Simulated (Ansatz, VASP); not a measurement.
## Te: VASP beside Ansatz

File INCAR:

```
SYSTEM = Te
PREC = Accurate ; ENCUT = 520
EDIFF = 1E-6 ; ISMEAR = -1
SIGMA = 0.1 ; LREAL = .False.
LASPH = .True. ; NELM = 60
ALGO = Normal ; ISIF = 2
LWAVE = .False. ; LCHARG = .True.
GGA = RP ; LELF = .True.
LVHAR = .True. ; NBANDS = 9
```

Contents of KPOINTS:

```
regular mesh
0
Gamma
  13 13 13
  0 0 0
```

POSCAR

```
Te
1.0
   -2.0158909770      2.0158909770      2.0158909770
    2.0158909770     -2.0158909770      2.0158909770
    2.0158909770      2.0158909770     -2.0158909770
Te
1
Direct
    0.0000000000      0.0000000000      0.0000000000
```

Input for Ansatz:

```yaml
crystal:
  lattice:
    - [-2.015890977, 2.015890977, 2.015890977]
    - [2.015890977, -2.015890977, 2.015890977]
    - [2.015890977, 2.015890977, -2.015890977]
  atoms:
    - { symbol: Te, position: [0.0, 0.0, 0.0] }
hamiltonian:
  xc: rpbe
  pseudopotentials:
    kind: paw
    azcp:
      Te: "pseudopotentials/Te.paw.azcp"
basis:
  ecutwfc: 420
  fft_grid_basis: typed
kpoints:
  mp_grid: { grid: [13, 13, 13], shift: [0, 0, 0] }
magnetization:
  spin_polarized: false
scf:
  occupations: { method: fermi_dirac, width: 0.1 }
  lower_state_search: "off"
output:
  stress: true
  write_density: true
  write_potential: true
  elf: true
  volumetric_format: npy
```

Alike in both runs: task single point; functional RPBE; k mesh 13 × 13 × 13; occupations fermi-dirac, width 0.1 eV; no spin polarisation.

```csv
,VASP,Ansatz
version,VASP 6.6.1,Ansatz 0.2.0
potentials or method,"VASP PAW PBE potentials, release 64 (Te), cutoff 520 eV","plane waves (420 eV) with PAW, scalar-relativistic"
valence electrons in the cell,6,16
```

Ansatz gave:

* pressure (GPa): -4.2

Which values does VASP return?

Pressure (GPa): -4.3.

VASP's potentials were made for PBE, not for RPBE. VASP's potentials hold 6 valence electrons a cell and Ansatz's 16, so a difference there can come from the potentials and not from the codes.

Neither program's run includes spin-orbit coupling.
